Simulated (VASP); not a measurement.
# ZnS (P6_3mc) in VASP: further runs

ZnS is run at these levels: PBEsol; tasks: single point.

All numbers are computed with VASP 6.6.1; they aren't measurements. Logs are shortened: lines on timing, memory, paths and dates and some standing lists are left out, and cuts for length are marked.

**1. The cell of the first run**

Symmetry: P6_3mc, No. 186, hexagonal system. The conventional cell has a = 3.811 Å, b = 3.811 Å, c = 6.359 Å, α = 90.00°, β = 90.00°, γ = 120.00°. Within 3.1 Å of Zn (site symmetry 3m) lie 4 S at 2.32 to 2.45 Å. Within 3.1 Å of S (site symmetry 3m) lie 4 Zn at 2.32 to 2.45 Å.

**2. Single point, PBEsol (zz strain of +2 %)**

The input, INCAR:

```
SYSTEM = ZnS
PREC = Accurate
ENCUT = 520
EDIFF = 1E-6
ISMEAR = -1
SIGMA = 0.03
LREAL = .False.
LASPH = .True.
NELM = 60
ALGO = Normal
ISIF = 2
LWAVE = .False.
LCHARG = .False.
GGA = PS
NBANDS = 26
```

The input, KPOINTS:

```
Automatic mesh
0
Gamma
  8 8 5
  0 0 0
```

The input, POSCAR:

```
ZnS
1.0
    3.8109987816      0.0000000000      0.0000000000
   -1.9054993908      3.3004217586      0.0000000000
    0.0000000000      0.0000000000      6.3586800000
Zn S
2 2
Direct
    0.3333333333      0.6666666667      0.0000000000
    0.6666666667      0.3333333333      0.5000000000
    0.3333333333      0.6666666667      0.3850000000
    0.6666666667      0.3333333333      0.8850000000
```

Potentials or basis: VASP PAW PBE potentials, release 64 (Zn, S).

On the command line:

```console
$ cat potpaw_PBE.64/Zn/POTCAR potpaw_PBE.64/S/POTCAR > POTCAR
$ mpirun -np 1 vasp_std > vasp.out
```

OUTCAR:

```text
SYSTEM = ZnS
   PREC = Accurate
   ENCUT = 520
   EDIFF = 1E-6
   ISMEAR = -1
   LREAL = .False.
   LASPH = .True.
   NELM = 60
   ISIF = 2
   GGA = PS

 ion  position               nearest neighbor table
   1  0.333  0.667  0.000-   4 2.32   4 2.32   4 2.32   3 2.45
   2  0.667  0.333  0.500-   3 2.32   3 2.32   3 2.32   4 2.45
   3  0.333  0.667  0.385-   2 2.32   2 2.32   2 2.32   1 2.45
   4  0.667  0.333  0.885-   1 2.32   1 2.32   1 2.32   2 2.45

  LATTYP: Found a hexagonal cell.
 ALAT       =     3.8109987816
 C/A-ratio  =     1.6685074870

  Lattice vectors:

 A1 = (   3.8109987816,   0.0000000000,   0.0000000000)
 A2 = (  -1.9054993908,   3.3004217586,   0.0000000000)
 A3 = (   0.0000000000,   0.0000000000,   6.3586800000)

Analysis of symmetry for initial positions (statically):
=====================================================================
 Subroutine PRICEL returns:
 Original cell was already a primitive cell.

 Routine SETGRP: Setting up the symmetry group for a
 hexagonal supercell.

 Subroutine GETGRP returns: Found 12 space group operations
 (whereof  6 operations were pure point group operations)
 out of a pool of 24 trial point group operations.

The static configuration has the point symmetry C_3v.
 The point group associated with its full space group is C_6v.

Analysis of symmetry for dynamics (positions and initial velocities):
=====================================================================
 Subroutine PRICEL returns:
 Original cell was already a primitive cell.

 Routine SETGRP: Setting up the symmetry group for a
 hexagonal supercell.

 Subroutine GETGRP returns: Found 12 space group operations
 (whereof  6 operations were pure point group operations)
 out of a pool of 24 trial point group operations.

The dynamic configuration has the point symmetry C_3v.
 The point group associated with its full space group is C_6v.

 Subroutine INISYM returns: Found 12 space group operations
 (whereof  6 operations are pure point group operations),
 and found     1 'primitive' translations

----------------------------------------------------------------------------------------

                                     Primitive cell

  volume of cell :      79.9789

  direct lattice vectors                    reciprocal lattice vectors
     3.810998782  0.000000000  0.000000000     0.262398405  0.151495789  0.000000000
    -1.905499391  3.300421759  0.000000000     0.000000000  0.302991579  0.000000000
     0.000000000  0.000000000  6.358680000     0.000000000  0.000000000  0.157265344

  length of vectors
     3.810998782  3.810998782  6.358680000     0.302991579  0.302991579  0.157265344

  position of ions in fractional coordinates (direct lattice)
     0.333333333  0.666666667  0.000000000
     0.666666667  0.333333333  0.500000000
     0.333333333  0.666666667  0.385000000
     0.666666667  0.333333333  0.885000000

  ion indices of the primitive-cell ions
   primitive index   ion index
                 1           1
                 2           2
                 3           3
                 4           4

----------------------------------------------------------------------------------------

 KPOINTS: Automatic mesh

Automatic generation of k-mesh.
 Grid dimensions read from file:
 generate k-points for:    8    8    5

 Generating k-lattice:

  Cartesian coordinates                     Fractional coordinates (reciprocal lattice)
     0.032799801  0.018936974  0.000000000     0.125000000  0.000000000  0.000000000
     0.000000000  0.037873947  0.000000000     0.000000000  0.125000000  0.000000000
     0.000000000  0.000000000  0.031453069     0.000000000  0.000000000  0.200000000

  Length of vectors
     0.037873947  0.037873947  0.031453069

  Shift w.r.t. Gamma in fractional coordinates (k-lattice)
     0.000000000  0.000000000  0.000000000

 Subroutine IBZKPT returns following result:
 ===========================================

 Found     30 irreducible k-points:

 Following reciprocal coordinates:
            Coordinates               Weight
  0.000000  0.000000  0.000000      1.000000
  0.125000 -0.000000  0.000000      6.000000
  0.250000 -0.000000  0.000000      6.000000
  0.375000 -0.000000  0.000000      6.000000
  0.500000 -0.000000  0.000000      3.000000
  0.125000  0.125000  0.000000      6.000000
[... 16 lines left out ...]
  0.250000 -0.000000  0.400000     12.000000
  0.375000 -0.000000  0.400000     12.000000
 [... further k-points ...]
   k-points           NKPTS =     30   k-points in BZ     NKDIM =     30   number of bands    NBANDS=     26
   number of dos      NEDOS =    301   number of ions     NIONS =      4
   total plane-waves  NPLWV =  37632
   dimension x,y,z NGX =    28 NGY =   28 NGZ =   48
   dimension x,y,z NGXF=    56 NGYF=   56 NGZF=   96
   ions per type =               2   2
   NGX,Y,Z   is equivalent  to a cutoff of  12.21, 12.21, 12.55 a.u.
   NGXF,Y,Z  is equivalent  to a cutoff of  24.43, 24.43, 25.10 a.u.
 SYSTEM =  ZnS
   PREC   = accura    normal or accurate (medium, high low for compatibility)
   ISTART =      0    job   : 0-new  1-cont  2-samecut
   ICHARG =      2    charge: 1-file 2-atom 10-const
   ISPIN  =      1    spin polarized calculation?
   LNONCOLLINEAR =      F non collinear calculations
   LSORBIT =      F    spin-orbit coupling
   LASPH  =      T    aspherical Exc in radial PAW
   ENCUT  =  520.0 eV  38.22 Ry    6.18 a.u.   7.09  7.09 11.82*2*pi/ulx,y,z
   NELM   =     60;   NELMIN=  2; NELMDL= -5     # of ELM steps
   EDIFF  = 0.1E-05   stopping-criterion for ELM
   LREAL  =      F    real-space projection
   EDIFFG = 0.1E-04   stopping-criterion for IOM
   NSW    =      0    number of steps for IOM
   IBRION =     -1    ionic relax: 0-MD 1-quasi-New 2-CG
   NFREE  =      0    steps in history (QN), initial steepest desc. (CG)
   ISIF   =      2    stress and relaxation
   ISYM   =      2    0-nonsym 1-usesym 2-fastsym
   POTIM  = 0.5000    time-step for ionic-motion
   TEBEG  =    0.0;   TEEND  =   0.0 temperature during run
   PSTRESS=    0.0 pullay stress
   NELECT =      36.0000    total number of electrons
   NUPDOWN=      -1.0000    fix difference up-down
   EMIN   =  10.00;   EMAX   =-10.00  energy-range for DOS
   EFERMI =   0.00;   METHOD = LEGACY
   ISMEAR =    -1;   SIGMA  =   0.03  broadening in eV -4-tet -1-fermi 0-gaus
   EFERMI_NEDOS =   21; number of points for ismear=-14 and -15
   IALGO  =     38    algorithm
   IMIX   =      4    mixing-type and parameters
     AMIX     =   0.40;   BMIX     =  1.00
     AMIX_MAG =   1.60;   BMIX_MAG =  1.00
  volume/ion in A,a.u.               =      19.99       134.93
  Fermi-wavevector in a.u.,A,eV,Ry     =   1.254635  2.370916 21.417039  1.574108
  Thomas-Fermi vector in A             =   2.388430
   LORBIT       =      0    0 simple, 1 ext, 2 COOP (PROOUT), +10 PAW based schemes
   GGA     = PS    functional components
   LHFCALC =     F    Hartree Fock is set to
   AEXX    =    0.0000 exact exchange contribution
   IVDW    =     0    specifies the selected vdW correction
   LEPSILON=     F    determine dielectric tensor
   LRPA    =     F    only Hartree local field effects (RPA)
 non-spin polarized calculation
  energy-cutoff  :      520.00
  volume of cell :       79.98
 maximum number of plane-waves:      2176
   NGX = 15   NGY = 15   NGZ = 23

 number of electron      36.0000008 magnetization

 Free energy of the ion-electron system (eV)
  ---------------------------------------------------
  ext. energy  EPLUGINS =         0.00000000
  ---------------------------------------------------
  free energy    TOTEN  =       -15.10671286 eV

  energy without entropy =      -15.10671286  energy(sigma->0) =      -15.10671286

 E-fermi :   2.5228     XC(G=0):  -9.7764

 val. band max:        1.8962104658   @ k =   0.0000   0.0000   0.0000
 cond. band min:       3.9032778675   @ k =   0.0000   0.0000   0.0000
 fundamental gap:      2.0070674017
 Fermi energy:         2.5227713974

 k-point     1 :       0.0000    0.0000    0.0000
  band No.  band energies     occupation
      1     -11.1918      2.00000
      2     -10.3342      2.00000
      3      -4.4535      2.00000
      4      -4.4535      2.00000
      5      -4.3959      2.00000
      6      -4.3959      2.00000
[... 18 lines left out ...]
     25       9.4454      0.00000
     26      10.7993      0.00000

 k-point     2 :       0.1250   -0.0000    0.0000
  band No.  band energies     occupation
      1     -11.0851      2.00000
      2     -10.2694      2.00000
      3      -4.4616      2.00000
      4      -4.4283      2.00000
      5      -4.3878      2.00000
      6      -4.3641      2.00000
[... 18 lines left out ...]
     25       9.9274      0.00000
     26      10.2574      0.00000

 k-point     3 :       0.2500   -0.0000    0.0000
  band No.  band energies     occupation
      1     -10.7996      2.00000
      2     -10.1156      2.00000
      3      -4.4624      2.00000
      4      -4.3722      2.00000
      5      -4.3616      2.00000
      6      -4.2837      2.00000
[... 18 lines left out ...]
     25      10.2162      0.00000
     26      10.5413      0.00000

 k-point     4 :       0.3750   -0.0000    0.0000
  band No.  band energies     occupation
      1     -10.4487      2.00000
      2      -9.9845      2.00000
      3      -4.4278      2.00000
      4      -4.3269      2.00000
      5      -4.3000      2.00000
      6      -4.1995      2.00000
[... 18 lines left out ...]
     25      10.5233      0.00000
     26      12.0339      0.00000

 k-point     5 :       0.5000   -0.0000    0.0000
  band No.  band energies     occupation
      1     -10.2584      2.00000
      2      -9.9602      2.00000
      3      -4.4096      2.00000
      4      -4.3125      2.00000
      5      -4.2161      2.00000
      6      -4.1646      2.00000
[... 18 lines left out ...]
     25      10.7029      0.00000
     26      13.0386      0.00000

 k-point     6 :       0.1250    0.1250    0.0000
  band No.  band energies     occupation
      1     -10.8885      2.00000
      2     -10.1598      2.00000
      3      -4.4556      2.00000
      4      -4.3966      2.00000
      5      -4.3560      2.00000
      6      -4.3301      2.00000
[... 427 lines left out ...]
 k-point    21 :       0.0000    0.0000    0.4000
  band No.  band energies     occupation
      1     -10.9259      2.00000
      2     -10.6634      2.00000
      3      -4.4384      2.00000
      4      -4.4384      2.00000
      5      -4.4207      2.00000
      6      -4.4207      2.00000
[... 18 lines left out ...]
     25       8.8170      0.00000
     26       9.0393      0.00000

 k-point    22 :       0.1250   -0.0000    0.4000
  band No.  band energies     occupation
      1     -10.8299      2.00000
      2     -10.5798      2.00000
      3      -4.4516      2.00000
      4      -4.4259      2.00000
      5      -4.4106      2.00000
      6      -4.3908      2.00000
[... 18 lines left out ...]
     25       9.2654      0.00000
     26       9.4207      0.00000

 k-point    23 :       0.2500   -0.0000    0.4000
  band No.  band energies     occupation
      1     -10.5788      2.00000
      2     -10.3681      2.00000
      3      -4.4562      2.00000
      4      -4.4199      2.00000
      5      -4.3447      2.00000
      6      -4.3174      2.00000
[... 18 lines left out ...]
     25       9.7064      0.00000
     26      10.3194      0.00000

 k-point    24 :       0.3750   -0.0000    0.4000
  band No.  band energies     occupation
      1     -10.2893      2.00000
      2     -10.1454      2.00000
      3      -4.4315      2.00000
      4      -4.3918      2.00000
      5      -4.2841      2.00000
      6      -4.2444      2.00000
[... 18 lines left out ...]
     25      10.7785      0.00000
     26      11.2169      0.00000

 [... further k-points ...]

------------------------ aborting loop because EDIFF is reached ----------------------------------------

  FORCE on cell =-STRESS in cart. coord.  units (eV):
  Direction    XX          YY          ZZ          XY          YZ          ZX
  --------------------------------------------------------------------------------------
  -------------------------------------------------------------------------------------
  Total       -0.5086592     -0.5086592     -2.4039816      0.0000000     -0.0000000      0.0000000
  in kB      -10.1897197    -10.1897197    -48.1577848      0.0000000     -0.0000000      0.0000000
  external PRESSURE =     -22.8457414 kB  Pullay stress =       0.0000000 kB

 VOLUME and BASIS-vectors are now :
 -----------------------------------------------------------------------------
  energy-cutoff  :      520.00
  volume of cell :       79.98
      direct lattice vectors                 reciprocal lattice vectors
     3.810998782  0.000000000  0.000000000     0.262398405  0.151495789  0.000000000
    -1.905499391  3.300421759  0.000000000     0.000000000  0.302991579  0.000000000
     0.000000000  0.000000000  6.358680000     0.000000000  0.000000000  0.157265344

 POSITION                                       TOTAL-FORCE (eV/Angst)
 -----------------------------------------------------------------------------------
     -0.00000      2.20028      0.00000        -0.000000     -0.000000      0.354124
      1.90550      1.10014      3.17934         0.000000      0.000000      0.354124
     -0.00000      2.20028      2.44809         0.000000      0.000000     -0.354124
      1.90550      1.10014      5.62743        -0.000000      0.000000     -0.354124
 -----------------------------------------------------------------------------------
    total drift:                               -0.000000     -0.000000     -0.000290

  FREE ENERGIE OF THE ION-ELECTRON SYSTEM (eV)
  ---------------------------------------------------
  free  energy   TOTEN  =       -15.1067128580 eV

  energy  without entropy=      -15.1067128580  energy(sigma->0) =      -15.10671286
```

It took 52 s on 1 thread of Intel Xeon 6975P-C, shared host; peak memory 0.21 GiB.

Results:

```
Free energy            : -15.1067 eV
Pressure               : -2.3 GPa
Largest force          : 0.354 eV/Å
Band gap on the k mesh : 2.01 eV, direct
```

Forces on the atoms (eV/Å):
```
Zn   0.000  0.000  0.354
Zn   0.000  0.000  0.354
S    0.000  0.000 -0.354
S    0.000  0.000 -0.354
```

Caveat: the cell differs from its parent crystal (zz strain of +2 %); the PAW data sets were made with another functional, which shifts forces and pressure a little.

(Part 1 of 3 ends here.)
